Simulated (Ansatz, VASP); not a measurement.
## MgCd5Se6: VASP beside Ansatz

Contents of INCAR:

```
SYSTEM = MgCd5Se6
PREC = Accurate
ENCUT = 520
EDIFF = 1E-7
ISMEAR = 0
SIGMA = 0.1
LREAL = .False.
LASPH = .True.
NELM = 60
ALGO = Normal
ISIF = 2
LWAVE = .False.
LCHARG = .True.
GGA = PE
LELF = .True.
LVHAR = .True.
NBANDS = 61
```

The input KPOINTS:

```
Automatic mesh
0
Gamma
  6 6 1
  0 0 0
```

The input POSCAR:

```
MgCd5Se6
1.0
    4.1649741300      0.0000000000      0.0000000000
   -2.0824870600      3.6069734000      0.0000000000
    0.0000000000      0.0000000000     20.4041228100
Mg Cd Se
1 5 6
Direct
    0.0000000000      0.0000000000      0.5000000000
    0.3333333300      0.6666666700      0.1666666700
    0.6666666700      0.3333333300      0.3333333300
    0.3333333300      0.6666666700      0.6666666700
    0.6666666700      0.3333333300      0.8333333300
    0.0000000000      0.0000000000      0.0000000000
    0.3333333300      0.6666666700      0.4166666700
    0.6666666700      0.3333333300      0.5833333300
    0.0000000000      0.0000000000      0.7500000000
    0.3333333300      0.6666666700      0.9166666700
    0.6666666700      0.3333333300      0.0833333300
    0.0000000000      0.0000000000      0.2500000000
```

Input for Ansatz:

```yaml
crystal:
  lattice:
    - [4.16497413, 0.0, 0.0]
    - [-2.08248706, 3.6069734, 0.0]
    - [0.0, 0.0, 20.40412281]
  atoms:
    - { symbol: Mg, position: [0.0, 0.0, 0.5] }
    - { symbol: Cd, position: [0.33333333, 0.66666667, 0.16666667] }
    - { symbol: Cd, position: [0.66666667, 0.33333333, 0.33333333] }
    - { symbol: Cd, position: [0.33333333, 0.66666667, 0.66666667] }
    - { symbol: Cd, position: [0.66666667, 0.33333333, 0.83333333] }
    - { symbol: Cd, position: [0.0, 0.0, 0.0] }
    - { symbol: Se, position: [0.33333333, 0.66666667, 0.41666667] }
    - { symbol: Se, position: [0.66666667, 0.33333333, 0.58333333] }
    - { symbol: Se, position: [0.0, 0.0, 0.75] }
    - { symbol: Se, position: [0.33333333, 0.66666667, 0.91666667] }
    - { symbol: Se, position: [0.66666667, 0.33333333, 0.08333333] }
    - { symbol: Se, position: [0.0, 0.0, 0.25] }
basis:
  ecutwfc: 420
kpoints:
  mp_grid: { grid: [6, 6, 1] }
hamiltonian:
  xc: pbe
scf:
  occupations: { method: gaussian, width: 0.1 }
  lower_state_search: "off"
output:
  forces: true
  stress: true
  eigenvalues: true
```

Alike in both runs: task single point; functional PBE; k mesh 6 × 6 × 1; occupations gaussian, width 0.1 eV; no spin polarisation.

|  | VASP | Ansatz |
| --- | --- | --- |
| version | VASP 6.6.1 | Ansatz 0.2.0 |
| potentials or method | VASP PAW PBE potentials, release 64 (Mg, Cd, Se), cutoff 520 eV | scalar-relativistic, plane waves, PAW |
| valence electrons in the cell | 98 | 206 |

VASP gave:

* gap on the k mesh at the Fermi level (eV): none
* pressure (GPa): -4.4
* rms of the force components (eV/Å): 0.082

Question: Estimate Ansatz's values.

Answer: gap on the k mesh at the Fermi level (eV): none; pressure (GPa): -4.6; rms of the force components (eV/Å): 0.075.

Atom by atom the forces differ by 0.006 eV/Å (rms over components). A gap of «none» marks a metal or a gap that the smearing closes. With one functional, cell and mesh, what is left measures potentials, basis and numerics. VASP's potentials hold 98 valence electrons a cell and Ansatz's 206, so a difference there can come from the potentials and not from the codes.
